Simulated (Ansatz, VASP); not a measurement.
**BTe in VASP and in Ansatz**

```
B Te
1.0
     2.25316   -5.29911    0.00000
     2.25316    5.29911    0.00000
     0.00000    0.00000    3.83873
B Te
2 2
Direct
  0.64000 0.36000 0.25000
  0.36000 0.64000 0.75000
  0.93000 0.07000 0.25000
  0.07000 0.93000 0.75000
```

Alike in both runs: task relaxation of cell and atoms; functional PBE; k mesh 4 × 4 × 4; occupations gaussian, width 0.1 eV; no spin polarisation.

```csv
,VASP,Ansatz
version,VASP 6.6.1,Ansatz 0.2.0
potentials or method,"VASP PAW PBE potentials, release 64 (B, Te), cutoff 600 eV","scalar-relativistic, plane waves, PAW"
valence electrons in the cell,18,38
```

VASP gave:

```
gap on the k mesh at the Fermi level, each at its own relaxed structure (eV) : none
relaxed volume (Å³/atom)                                                     : 19.13
relaxed cell length with the largest relative difference (Å)                 : 3.518
```

Which values does Ansatz return?

gap on the k mesh at the Fermi level, each at its own relaxed structure (eV): none; relaxed volume (Å³/atom): 18.94; relaxed cell length with the largest relative difference (Å): 3.471.

A gap of «none» marks a metal or a gap that the smearing closes. VASP's potentials hold 18 valence electrons a cell and Ansatz's 38, so a difference there can come from the potentials and not from the codes.

The k mesh is coarse, so the values compare programs but aren't converged. Spin-orbit coupling is off throughout. Noted on VASP's run: the volume moved by over 15 % at a fixed basis, so the end points are rough.
